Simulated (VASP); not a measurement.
# Y (Im-3m) in VASP: a series of runs

Runs on Y. Level: PBE. Tasks: single point.

Program: VASP 6.6.1. These are calculated values, not measurements. Logs are shortened: lines on timing, memory, paths and dates and some standing lists are left out, and cuts for length are marked.

### Step 1. The cell of the first run

It takes space group Im-3m (No. 229, cubic). The conventional cell has a = 3.873 Å, b = 3.873 Å, c = 3.873 Å, α = 90.00°, β = 90.00°, γ = 90.00°. Y (site symmetry m-3m) has 14 Y at 3.35 to 3.87 Å within 4.4 Å.

This isn't the form of Y at room conditions, which is hcp.

### Step 2. Single point, PBE, collinear spin (29.05 Å³/atom)

The input, INCAR:

```
PREC     = Accurate       # precision mode
ENCUT    = 520            # plane-wave cutoff, eV
EDIFF    = 1E-6           # SCF threshold, eV
ISMEAR   = -1             # smearing method
SIGMA    = 0.05           # smearing width, eV
LREAL    = F              # projectors in reciprocal space
LASPH    = T              # aspherical terms in the spheres
NELM     = 150            # most SCF steps
ALGO     = Normal         # electronic algorithm
ISIF     = 2              # what is computed and relaxed
LWAVE    = F              # write WAVECAR
LCHARG   = T              # write CHGCAR
ISPIN    = 2              # spin polarisation
MAGMOM   = 1              # initial moments
LORBIT   = 11             # projections on sites
LMAXMIX  = 4              # l up to which the mixer works
GGA      = PE             # functional
LELF     = T              # ELF
LVHAR    = T            
NBANDS   = 16             # bands
```

The input, KPOINTS:

```
Automatic mesh
0
Gamma
  12 12 12
```

The input, POSCAR:

```
Y
1.0
   -1.9365558668      1.9365558668      1.9365558668
    1.9365558668     -1.9365558668      1.9365558668
    1.9365558668      1.9365558668     -1.9365558668
Y
1
Direct
    0.0000000000      0.0000000000      0.0000000000
```

Potentials or basis: VASP PAW PBE potentials, release 64 (Y_sv).

Run with:

```console
cat potpaw_PBE.64/Y_sv/POTCAR > POTCAR
mpirun -np 1 vasp_std > vasp.out
```

OUTCAR:

```text
PREC = Accurate
   ENCUT = 520
   EDIFF = 1E-6
   ISMEAR = -1
   LREAL = F
   LASPH = T
   NELM = 150
   ISIF = 2
   ISPIN = 2
   LORBIT = 11
   GGA = PE

 ion  position               nearest neighbor table
   1  0.000  0.000  0.000-

  LATTYP: Found a body centered cubic cell.
 ALAT       =     3.8731117336

  Lattice vectors:

 A1 = (  -1.9365558668,   1.9365558668,   1.9365558668)
 A2 = (   1.9365558668,  -1.9365558668,   1.9365558668)
 A3 = (   1.9365558668,   1.9365558668,  -1.9365558668)

Analysis of symmetry for initial positions (statically):
=====================================================================
 Subroutine PRICEL returns:
 Original cell was already a primitive cell.

 Routine SETGRP: Setting up the symmetry group for a
 body centered cubic supercell.

 Subroutine GETGRP returns: Found 48 space group operations
 (whereof 48 operations were pure point group operations)
 out of a pool of 48 trial point group operations.

The static configuration has the point symmetry O_h .

Analysis of symmetry for dynamics (positions and initial velocities):
=====================================================================
 Subroutine PRICEL returns:
 Original cell was already a primitive cell.

 Routine SETGRP: Setting up the symmetry group for a
 body centered cubic supercell.

 Subroutine GETGRP returns: Found 48 space group operations
 (whereof 48 operations were pure point group operations)
 out of a pool of 48 trial point group operations.

The dynamic configuration has the point symmetry O_h .

Analysis of structural, dynamic, and magnetic symmetry:
=====================================================================
 Subroutine PRICEL returns:
 Original cell was already a primitive cell.

 Routine SETGRP: Setting up the symmetry group for a
 body centered cubic supercell.

 Subroutine GETGRP returns: Found 48 space group operations
 (whereof 48 operations were pure point group operations)
 out of a pool of 48 trial point group operations.

The overall configuration has the point symmetry O_h .

 Subroutine INISYM returns: Found 48 space group operations
 (whereof 48 operations are pure point group operations),
 and found     1 'primitive' translations

----------------------------------------------------------------------------------------

                                     Primitive cell

  volume of cell :      29.0503

  direct lattice vectors                    reciprocal lattice vectors
    -1.936555867  1.936555867  1.936555867     0.000000000  0.258190331  0.258190331
     1.936555867 -1.936555867  1.936555867     0.258190331  0.000000000  0.258190331
     1.936555867  1.936555867 -1.936555867     0.258190331  0.258190331  0.000000000

  length of vectors
     3.354213153  3.354213153  3.354213153     0.365136268  0.365136268  0.365136268

  position of ions in fractional coordinates (direct lattice)
     0.000000000  0.000000000  0.000000000

  ion indices of the primitive-cell ions
   primitive index   ion index
                 1           1

----------------------------------------------------------------------------------------

 KPOINTS: Automatic mesh

Automatic generation of k-mesh.
 Grid dimensions read from file:
 generate k-points for:   12   12   12

 Generating k-lattice:

  Cartesian coordinates                     Fractional coordinates (reciprocal lattice)
     0.000000000  0.021515861  0.021515861     0.083333333  0.000000000  0.000000000
     0.021515861  0.000000000  0.021515861     0.000000000  0.083333333  0.000000000
     0.021515861  0.021515861  0.000000000     0.000000000  0.000000000  0.083333333

  Length of vectors
     0.030428022  0.030428022  0.030428022

  Shift w.r.t. Gamma in fractional coordinates (k-lattice)
     0.000000000  0.000000000  0.000000000

 Subroutine IBZKPT returns following result:
 ===========================================

 Found     72 irreducible k-points:

 Following reciprocal coordinates:
            Coordinates               Weight
  0.000000  0.000000  0.000000      1.000000
  0.083333  0.000000  0.000000     12.000000
  0.166667  0.000000  0.000000     12.000000
  0.250000  0.000000  0.000000     12.000000
  0.333333  0.000000  0.000000     12.000000
  0.416667  0.000000  0.000000     12.000000
[... 16 lines left out ...]
  0.333333  0.083333  0.083333     24.000000
  0.416667  0.083333  0.083333     12.000000
 [... further k-points ...]
   k-points           NKPTS =     72   k-points in BZ     NKDIM =     72   number of bands    NBANDS=     16
   number of dos      NEDOS =    301   number of ions     NIONS =      1
   total plane-waves  NPLWV =  21952
   dimension x,y,z NGX =    28 NGY =   28 NGZ =   28
   dimension x,y,z NGXF=    56 NGYF=   56 NGZF=   56
   ions per type =               1
   NGX,Y,Z   is equivalent  to a cutoff of  13.88, 13.88, 13.88 a.u.
   NGXF,Y,Z  is equivalent  to a cutoff of  27.76, 27.76, 27.76 a.u.
 SYSTEM =  unknown system
   PREC   = accura    normal or accurate (medium, high low for compatibility)
   ISTART =      0    job   : 0-new  1-cont  2-samecut
   ICHARG =      2    charge: 1-file 2-atom 10-const
   ISPIN  =      2    spin polarized calculation?
   LNONCOLLINEAR =      F non collinear calculations
   LSORBIT =      F    spin-orbit coupling
   LASPH  =      T    aspherical Exc in radial PAW
   ENCUT  =  520.0 eV  38.22 Ry    6.18 a.u.   6.24  6.24  6.24*2*pi/ulx,y,z
   NELM   =    150;   NELMIN=  2; NELMDL= -5     # of ELM steps
   EDIFF  = 0.1E-05   stopping-criterion for ELM
   LREAL  =      F    real-space projection
   EDIFFG = 0.1E-04   stopping-criterion for IOM
   NSW    =      0    number of steps for IOM
   IBRION =     -1    ionic relax: 0-MD 1-quasi-New 2-CG
   NFREE  =      0    steps in history (QN), initial steepest desc. (CG)
   ISIF   =      2    stress and relaxation
   ISYM   =      2    0-nonsym 1-usesym 2-fastsym
   POTIM  = 0.5000    time-step for ionic-motion
   TEBEG  =    0.0;   TEEND  =   0.0 temperature during run
   PSTRESS=    0.0 pullay stress
   NELECT =      11.0000    total number of electrons
   NUPDOWN=      -1.0000    fix difference up-down
   EMIN   =  10.00;   EMAX   =-10.00  energy-range for DOS
   EFERMI =   0.00;   METHOD = LEGACY
   ISMEAR =    -1;   SIGMA  =   0.05  broadening in eV -4-tet -1-fermi 0-gaus
   EFERMI_NEDOS =   21; number of points for ismear=-14 and -15
   IALGO  =     38    algorithm
   IMIX   =      4    mixing-type and parameters
     AMIX     =   0.40;   BMIX     =  1.00
     AMIX_MAG =   1.60;   BMIX_MAG =  1.00
  volume/ion in A,a.u.               =      29.05       196.04
  Fermi-wavevector in a.u.,A,eV,Ry     =   1.184374  2.238143 19.085475  1.402743
  Thomas-Fermi vector in A             =   2.320590
   LORBIT       =     11    0 simple, 1 ext, 2 COOP (PROOUT), +10 PAW based schemes
   GGA     = PE    functional components
   LHFCALC =     F    Hartree Fock is set to
   AEXX    =    0.0000 exact exchange contribution
   IVDW    =     0    specifies the selected vdW correction
   LEPSILON=     F    determine dielectric tensor
   LRPA    =     F    only Hartree local field effects (RPA)
 spin polarized calculation
  energy-cutoff  :      520.00
  volume of cell :       29.05
 maximum number of plane-waves:       798
 NGX is ok and might be reduce to    28
   NGX = 13   NGY = 13   NGZ = 13

 number of electron      11.0000001 magnetization       0.0030072

 Free energy of the ion-electron system (eV)
  ---------------------------------------------------
  ext. energy  EPLUGINS =         0.00000000
  ---------------------------------------------------
  free energy    TOTEN  =        -6.25456638 eV

  energy without entropy =       -6.23543460  energy(sigma->0) =       -6.24500049

 E-fermi :   3.7791     XC(G=0):  -9.9123

 val. band max:        3.7771947492   @ k =  -0.4167   0.4167   0.1667
 cond. band min:       3.7791793456   @ k =  -0.4167   0.4167   0.1667
 fundamental gap:      0.0019845964
 Fermi energy:         3.7790919030

 spin component 1

 k-point     1 :       0.0000    0.0000    0.0000
  band No.  band energies     occupation
      1     -38.8003      1.00000
      2     -18.3885      1.00000
      3     -18.3885      1.00000
      4     -18.3885      1.00000
      5      -1.2311      1.00000
      6       5.5660      0.00000
[... 8 lines left out ...]
     15      22.5826      0.00000
     16      23.9469      0.00000
[... 419 lines left out ...]
 k-point    24 :       0.4167    0.0833    0.0833
  band No.  band energies     occupation
      1     -38.6845      1.00000
      2     -19.1511      1.00000
      3     -18.6841      1.00000
      4     -18.4495      1.00000
      5       1.9808      1.00000
      6       3.7236      0.75194
[... 8 lines left out ...]
     15      21.0608      0.00000
     16      22.7500      0.00000

 [... further k-points ...]

 spin component 2

 k-point     1 :       0.0000    0.0000    0.0000
  band No.  band energies     occupation
      1     -38.7995      1.00000
      2     -18.3875      1.00000
      3     -18.3875      1.00000
      4     -18.3875      1.00000
      5      -1.2285      1.00000
      6       5.5682      0.00000
[... 8 lines left out ...]
     15      22.5845      0.00000
     16      23.9487      0.00000
[... 419 lines left out ...]
 k-point    24 :       0.4167    0.0833    0.0833
  band No.  band energies     occupation
      1     -38.6836      1.00000
      2     -19.1500      1.00000
      3     -18.6831      1.00000
      4     -18.4486      1.00000
      5       1.9832      1.00000
      6       3.7260      0.74298
[... 8 lines left out ...]
     15      21.0632      0.00000
     16      22.7523      0.00000

 [... further k-points ...]

------------------------ aborting loop because EDIFF is reached ----------------------------------------

  FORCE on cell =-STRESS in cart. coord.  units (eV):
  Direction    XX          YY          ZZ          XY          YZ          ZX
  --------------------------------------------------------------------------------------
  -------------------------------------------------------------------------------------
  Total        1.0605120      1.0605120      1.0605120     -0.0000000      0.0000000     -0.0000000
  in kB       58.4892521     58.4892521     58.4892521     -0.0000000      0.0000000     -0.0000000
  external PRESSURE =      58.4892521 kB  Pullay stress =       0.0000000 kB

 VOLUME and BASIS-vectors are now :
 -----------------------------------------------------------------------------
  energy-cutoff  :      520.00
  volume of cell :       29.05
      direct lattice vectors                 reciprocal lattice vectors
    -1.936555867  1.936555867  1.936555867     0.000000000  0.258190331  0.258190331
     1.936555867 -1.936555867  1.936555867     0.258190331  0.000000000  0.258190331
     1.936555867  1.936555867 -1.936555867     0.258190331  0.258190331  0.000000000

 POSITION                                       TOTAL-FORCE (eV/Angst)
 -----------------------------------------------------------------------------------
      0.00000      0.00000      0.00000        -0.000000      0.000000      0.000000
 -----------------------------------------------------------------------------------
    total drift:                               -0.000000     -0.000000     -0.000000

  FREE ENERGIE OF THE ION-ELECTRON SYSTEM (eV)
  ---------------------------------------------------
  free  energy   TOTEN  =        -6.2545663805 eV

  energy  without entropy=       -6.2354346014  energy(sigma->0) =       -6.24500049

 total charge

# of ion       s       p       d       f       tot
--------------------------------------------------
    1        2.295   6.253   1.037   0.010   9.595

 magnetization (x)

# of ion       s       p       d       f       tot
--------------------------------------------------
    1        0.000   0.000   0.001   0.000   0.002
```

It took 87 s on 1 thread of Intel Xeon Platinum 8259CL at 2.50GHz (Skylake/Cascade Lake), shared host; peak memory 0.22 GiB.

What came out:

```
Free energy                                           : -6.2546 eV
Pressure                                              : 5.8 GPa
Net moment                                            : 0.00 μB per cell
Valence electrons inside the program's atomic spheres : Y 9.60
```

Caveat: the cell stands under pressure.

### Step 3. Single point, PBE, collinear spin (30.37 Å³/atom)

This run uses another cell than the first one, of 30.37 Å³/atom.

The input, INCAR:

```
SYSTEM = Y
  PREC = Accurate
  ENCUT = 520
  EDIFF = 1E-6
  ISMEAR = -1
  SIGMA = 0.05
  LREAL = .False.
  LASPH = .True.
  NELM = 150
  ALGO = Normal
  ISIF = 2
  LWAVE = .False.
  LCHARG = .True.
  ISPIN = 2
  MAGMOM = 1
  LORBIT = 11
  LMAXMIX = 4
  GGA = PE
  LELF = .True.
  LVHAR = .True.
  NBANDS = 16
```

The input, KPOINTS:

```
Automatic mesh
0
Gamma
  12 12 12
  0 0 0
```

The input, POSCAR:

```
Y
1.0
   -1.9654639476      1.9654639476      1.9654639476
    1.9654639476     -1.9654639476      1.9654639476
    1.9654639476      1.9654639476     -1.9654639476
Y
1
Direct
    0.0000000000      0.0000000000      0.0000000000
```

Potentials or basis: VASP PAW PBE potentials, release 64 (Y_sv).

Run with:

```console
cat potpaw_PBE.64/Y_sv/POTCAR > POTCAR
mpirun -np 1 vasp_std > vasp.out
```

OUTCAR:

```text
SYSTEM = Y
   PREC = Accurate
   ENCUT = 520
   EDIFF = 1E-6
   ISMEAR = -1
   LREAL = .False.
   LASPH = .True.
   NELM = 150
   ISIF = 2
   ISPIN = 2
   LORBIT = 11
   GGA = PE

 ion  position               nearest neighbor table
   1  0.000  0.000  0.000-

  LATTYP: Found a body centered cubic cell.
 ALAT       =     3.9309278952

  Lattice vectors:

 A1 = (  -1.9654639476,   1.9654639476,   1.9654639476)
 A2 = (   1.9654639476,  -1.9654639476,   1.9654639476)
 A3 = (   1.9654639476,   1.9654639476,  -1.9654639476)

Analysis of symmetry for initial positions (statically):
=====================================================================
 Subroutine PRICEL returns:
 Original cell was already a primitive cell.

 Routine SETGRP: Setting up the symmetry group for a
 body centered cubic supercell.

 Subroutine GETGRP returns: Found 48 space group operations
 (whereof 48 operations were pure point group operations)
 out of a pool of 48 trial point group operations.

The static configuration has the point symmetry O_h .

Analysis of symmetry for dynamics (positions and initial velocities):
[... 639 lines left out ...]

 k-point     1 :       0.0000    0.0000    0.0000
  band No.  band energies     occupation
      1     -39.1352      1.00000
      2     -18.7683      1.00000
      3     -18.7683      1.00000
      4     -18.7683      1.00000
      5      -1.4017      1.00000
      6       5.2858      0.00000
[... 435 lines left out ...]
      5       1.8058      1.00000
      6       3.5258      0.59224
[... 8 lines left out ...]
     15      20.3058      0.00000
     16      21.9211      0.00000

 [... further k-points ...]

------------------------ aborting loop because EDIFF is reached ----------------------------------------

  FORCE on cell =-STRESS in cart. coord.  units (eV):
  Direction    XX          YY          ZZ          XY          YZ          ZX
  --------------------------------------------------------------------------------------
  -------------------------------------------------------------------------------------
  Total        0.6724324      0.6724324      0.6724324     -0.0000000     -0.0000000     -0.0000000
  in kB       35.4734956     35.4734956     35.4734956     -0.0000000     -0.0000000     -0.0000000
  external PRESSURE =      35.4734956 kB  Pullay stress =       0.0000000 kB

 VOLUME and BASIS-vectors are now :
 -----------------------------------------------------------------------------
  energy-cutoff  :      520.00
  volume of cell :       30.37
      direct lattice vectors                 reciprocal lattice vectors
    -1.965463948  1.965463948  1.965463948     0.000000000  0.254392863  0.254392863
     1.965463948 -1.965463948  1.965463948     0.254392863  0.000000000  0.254392863
     1.965463948  1.965463948 -1.965463948     0.254392863  0.254392863  0.000000000

 POSITION                                       TOTAL-FORCE (eV/Angst)
 -----------------------------------------------------------------------------------
      0.00000      0.00000      0.00000        -0.000000      0.000000     -0.000000
 -----------------------------------------------------------------------------------
    total drift:                               -0.000000     -0.000000     -0.000000

  FREE ENERGIE OF THE ION-ELECTRON SYSTEM (eV)
  ---------------------------------------------------
  free  energy   TOTEN  =        -6.2931143770 eV

  energy  without entropy=       -6.2737727715  energy(sigma->0) =       -6.28344357

 total charge

# of ion       s       p       d       f       tot
--------------------------------------------------
    1        2.287   6.245   0.987   0.009   9.528

 magnetization (x)

# of ion       s       p       d       f       tot
--------------------------------------------------
    1        0.000   0.000   0.001   0.000   0.001
```

OSZICAR:

```text
N       E                     dE             d eps       ncg     rms          rms(c)
DAV:   1     0.302291802801E+02    0.30229E+02   -0.55438E+03  4624   0.663E+02
DAV:   2    -0.516558627026E+01   -0.35395E+02   -0.33986E+02  6224   0.150E+02
DAV:   3    -0.634381165789E+01   -0.11782E+01   -0.11689E+01  5608   0.187E+01
DAV:   4    -0.636074351136E+01   -0.16932E-01   -0.16927E-01  5752   0.205E+00
DAV:   5    -0.636099687319E+01   -0.25336E-03   -0.25336E-03  5616   0.186E-01    0.254E+01
DAV:   6    -0.630997053572E+01    0.51026E-01   -0.16044E-01  5992   0.220E+00    0.159E+01
DAV:   7    -0.627803849932E+01    0.31932E-01   -0.98533E-02  5888   0.191E+00    0.881E+00
DAV:   8    -0.629105759623E+01   -0.13019E-01   -0.33197E-02  6480   0.105E+00    0.113E+00
DAV:   9    -0.629114735057E+01   -0.89754E-04   -0.59489E-03  5320   0.470E-01    0.752E-01
DAV:  10    -0.629218148049E+01   -0.10341E-02   -0.30766E-03  5088   0.353E-01    0.197E-01
DAV:  11    -0.629254176885E+01   -0.36029E-03   -0.62033E-04  5184   0.141E-01    0.376E-01
DAV:  12    -0.629274699408E+01   -0.20523E-03   -0.63122E-05  6736   0.437E-02    0.306E-01
DAV:  13    -0.629290410356E+01   -0.15711E-03   -0.32777E-05  5040   0.326E-02    0.216E-01
DAV:  14    -0.629307524687E+01   -0.17114E-03   -0.12587E-04  5704   0.548E-02    0.857E-02
DAV:  15    -0.629311204030E+01   -0.36793E-04   -0.42553E-05  5656   0.324E-02    0.281E-02
DAV:  16    -0.629311412738E+01   -0.20871E-05   -0.28751E-06  6496   0.877E-03    0.901E-03
DAV:  17    -0.629311437698E+01   -0.24960E-06   -0.14534E-07  2648   0.253E-03
   1 F= -.62931144E+01 E0= -.62834436E+01  d E =-.193416E-01  mag=    -0.0002
```

Run time: 86 s. Hardware: 1 thread of Intel Xeon Platinum 8259CL at 2.50GHz (Skylake/Cascade Lake), shared host; peak memory 0.22 GiB.

Results:

- Free energy: -6.2931 eV
- Pressure: 3.5 GPa
- Net moment: 0.00 μB per cell
- Valence electrons inside the program's atomic spheres: Y 9.53

Caveat: the cell stands under pressure.
